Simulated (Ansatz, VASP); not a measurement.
**One calculation of MgO, two programs**

Contents of INCAR:

```
SYSTEM = MgO
PREC     = Accurate       ! precision mode
ENCUT    = 520            ! plane-wave cutoff, eV
EDIFF    = 1E-7           ! SCF threshold, eV
ISMEAR   = 0              ! smearing method
SIGMA    = 0.05           ! smearing width, eV
LREAL    = .False.        ! projectors in reciprocal space
LASPH    = .True.         ! aspherical terms in the spheres
NELM     = 80             ! most SCF steps
ALGO     = Normal         ! electronic algorithm
ISIF     = 2              ! what is computed and relaxed
LWAVE    = .False.        ! write WAVECAR
LCHARG   = .True.         ! write CHGCAR
GGA      = PS             ! functional
LELF     = .True.         ! ELF
LVHAR    = .True.       
NBANDS   = 26             ! bands
```

KPOINTS

```
regular mesh
0
Gamma
  9 9 4
  0 0 0
```

Contents of POSCAR:

```
MgO
1.0
    3.2553371795      0.0000000000      0.0000000000
   -1.6276685897      2.8192046953      0.0000000000
    0.0000000000      0.0000000000     10.4149514991
Mg O
4 4
Direct
    0.3333333333      0.6666666667      0.9695963559
    0.0000000000      0.0000000000      0.2209473890
    0.0000000000      0.0000000000      0.7209473890
    0.6666666667      0.3333333333      0.4695963559
    0.3333333333      0.6666666667      0.7799156657
   -0.1198032580      0.0000000000      0.5669849351
    0.0000000000      0.0000000000      0.0295387694
    0.6666666667      0.3333333333      0.2799156657
```

Input for Ansatz:

```yaml
crystal:
  lattice:
    - [3.2553371795, 0.0, 0.0]
    - [-1.6276685897, 2.8192046953, 0.0]
    - [0.0, 0.0, 10.4149514991]
  atoms:
    - { symbol: Mg, position: [0.3333333333, 0.6666666667, 0.9695963559] }
    - { symbol: Mg, position: [0.0, 0.0, 0.220947389] }
    - { symbol: Mg, position: [0.0, 0.0, 0.720947389] }
    - { symbol: Mg, position: [0.6666666667, 0.3333333333, 0.4695963559] }
    - { symbol: O, position: [0.3333333333, 0.6666666667, 0.7799156657] }
    - { symbol: O, position: [-0.119803258, 0.0, 0.5669849351] }
    - { symbol: O, position: [0.0, 0.0, 0.0295387694] }
    - { symbol: O, position: [0.6666666667, 0.3333333333, 0.2799156657] }
basis:
  ecutwfc: 420
kpoints:
  mp_grid: { grid: [9, 9, 4] }
hamiltonian:
  xc: pbesol
  pseudopotentials: { kind: paw, azcp: { folder: soft_1 } }
scf:
  occupations: { method: gaussian, width: 0.05 }
output:
  forces: true
  stress: true
  eigenvalues: true
```

Alike in both runs: task single point; functional PBEsol; k mesh 9 × 9 × 4; occupations gaussian, width 0.05 eV; no spin polarisation.

```csv
,VASP,Ansatz
version,VASP 6.6.1,Ansatz 0.2.0
potentials or method,"VASP PAW PBE potentials, release 64 (Mg, O), cutoff 520 eV","scalar-relativistic, plane waves, PAW"
valence electrons in the cell,32,64
```

|  | VASP | Ansatz | Ansatz less VASP |
| --- | --- | --- | --- |
| gap on the k mesh at the Fermi level (eV) | 1.85 | 1.88 | +0.030 |
| least direct gap on the mesh (eV) | 1.85 | 1.88 | +0.030 |
| pressure (GPa) | 5.3 | 5.3 | -0.03 |
| traceless stress, the component that is largest in VASP (GPa) | 9.72 | 9.25 | -0.466 |
| rms of the force components (eV/Å) | 2.234 | 2.155 | -0.0787 |

VASP's potentials were made for PBE, not for PBEsol, and Ansatz warns of the same on its side. Atom by atom the forces differ by 0.082 eV/Å (rms over components). VASP's potentials hold 32 valence electrons a cell and Ansatz's 64, so a difference there can come from the potentials and not from the codes.
